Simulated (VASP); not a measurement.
A run of VASP 6.6.1:

INCAR

```
SYSTEM = Mg3BiSb
ALGO     = Normal         ! electronic algorithm
EDIFF    = 1E-6           ! SCF threshold, eV
ENCUT    = 520            ! plane-wave cutoff, eV
GGA      = PE             ! functional
ISIF     = 2              ! what is computed and relaxed
ISMEAR   = 0              ! smearing method
LASPH    = .True.         ! aspherical terms in the spheres
LCHARG   = .False.        ! write CHGCAR
LREAL    = .False.        ! projectors in reciprocal space
LWAVE    = .False.        ! write WAVECAR
NBANDS   = 21             ! bands
NELM     = 80             ! most SCF steps
PREC     = Accurate       ! precision mode
SIGMA    = 0.1            ! smearing width, eV
```

The input KPOINTS:

```
k-points
0
Gamma
  4 4 4
  0 0 0
```

File POSCAR:

```
Mg3BiSb
1.0
    5.0279198063      0.0000000000      0.0000000000
    0.0000000000      5.0279198063      0.0000000000
    0.0000000000      0.0000000000      5.0909263202
Mg Sb Bi
3 1 1
Direct
    0.5000000000      0.5000000000      0.9750000000
    0.0000000000      0.5000000000      0.4850000000
    0.5000000000      0.0000000000      0.4850000000
    0.5000000000      0.5000000000      0.5150000000
    0.0000000000      0.0000000000      0.0000000000
```

Potentials or basis: VASP PAW PBE potentials, release 64 (Mg, Sb, Bi_d).

Run with:

```bash
$ cat potpaw_PBE.64/Mg/POTCAR potpaw_PBE.64/Sb/POTCAR potpaw_PBE.64/Bi_d/POTCAR > POTCAR
$ mpirun -np 1 vasp_std > vasp.out
```

Hardware: 1 thread of Intel(R) Xeon(R) Platinum 8259CL CPU @ 2.50GHz (Skylake/Cascade Lake) (shared host).

**Question.** Estimate the wall time of this run.

**Answer.** Run time: 45 s on 1 thread of Intel(R) Xeon(R) Platinum 8259CL CPU @ 2.50GHz (Skylake/Cascade Lake) (shared host), peak memory 0.26 GiB. Counts: scf iterations 12, k points 18.
